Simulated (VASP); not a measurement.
# Rb: single point with PBEsol

The system is Rb.

```xyz
2
Lattice="4.9376 0.0000 0.0000 -2.4688 4.2760 0.0000 0.0000 0.0000 8.2078" Properties=species:S:1:pos:R:3 pbc="T T T"
Rb    0.0000    2.8507    2.0519
Rb    2.4688    1.4253    6.1558
```

* Program: VASP 6.6.1
* Task: single point
* Functional: PBEsol
* Potentials or basis: VASP PAW PBE potentials, release 64 (Rb_sv)
* Cutoff: 520 eV
* k mesh: 9 × 9 × 6
* Occupations: gaussian, width 0.1 eV
* Spin: no spin polarisation

The pressure is 0.0 GPa. The band gap on the k mesh is zero (band 9 reaches 1.13 eV, above the bottom of band 10 at -1.31 eV).

Levels at points of the mesh, in eV from the Fermi level:
```tsv
k point	band 7	band 8	band 9	band 10	band 11	band 12
(0.00, 0.00, 0.00)	-12.88	-12.88	-2.06	0.06	0.62	3.50
(0.00, 0.00, 0.50)	-12.89	-12.89	-1.37	-1.37	2.26	2.26
```

It took 100 s on 1 thread of Intel(R) Xeon(R) Platinum 8259CL CPU @ 2.50GHz (Skylake/Cascade Lake) (shared host), peak memory 0.35 GiB.

Caveat: the PAW data sets were made with another functional, which shifts forces and pressure a little.
